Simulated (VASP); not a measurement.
Set up this calculation in VASP 6.6.1, as the native input.

* Task: single point
* Functional: PBE
* Potentials or basis: VASP PAW PBE potentials, release 64 (Ga_d, Mo_sv)
* Cutoff: 520 eV
* k mesh: 8 × 8 × 8
* Occupations: gaussian, width 0.2 eV
* Spin: no spin polarisation
* Dipole correction: no
* Further INCAR settings: ALGO = Fast; EDIFF = 1e-06; NBANDS = 20

The structure of GaMo lies in POSCAR:

```
GaMo
1.0
   -1.8116336986      1.8116336986      2.5611885824
    1.8116336986     -1.8116336986      2.5611885824
    1.8116336986      1.8116336986     -2.5611885824
Ga Mo
1 1
Direct
   -0.0359347343     -0.0359347343      0.0000000000
    0.4639347343      0.4639347343      0.0000000000
```

These files were run (other wordings do the same):

INCAR

```
SYSTEM = GaMo
  PREC = Accurate
  ENCUT = 520
  EDIFF = 1E-6
  ISMEAR = 0
  SIGMA = 0.2
  LREAL = .FALSE.
  LASPH = .TRUE.
  NELM = 80
  ALGO = Fast
  ISIF = 2
  LWAVE = .FALSE.
  LCHARG = .TRUE.
  GGA = PE
  LELF = .TRUE.
  LVHAR = .TRUE.
  NBANDS = 20
```

KPOINTS

```
regular mesh
0
G
  8 8 8
  0 0 0
```

Potentials or basis: VASP PAW PBE potentials, release 64 (Ga_d, Mo_sv).

Command:

```console
$ cat potpaw_PBE.64/Ga_d/POTCAR potpaw_PBE.64/Mo_sv/POTCAR > POTCAR
$ mpirun -np 1 vasp_std > vasp.out
```

Results of the run:

```
Pressure      : 0.6 GPa
Largest force : 0.007 eV/Å
```

Wall time 20 s on 1 thread of Intel(R) Xeon(R) 6975P-C (Granite Rapids), on a shared host, peak memory 0.18 GiB.
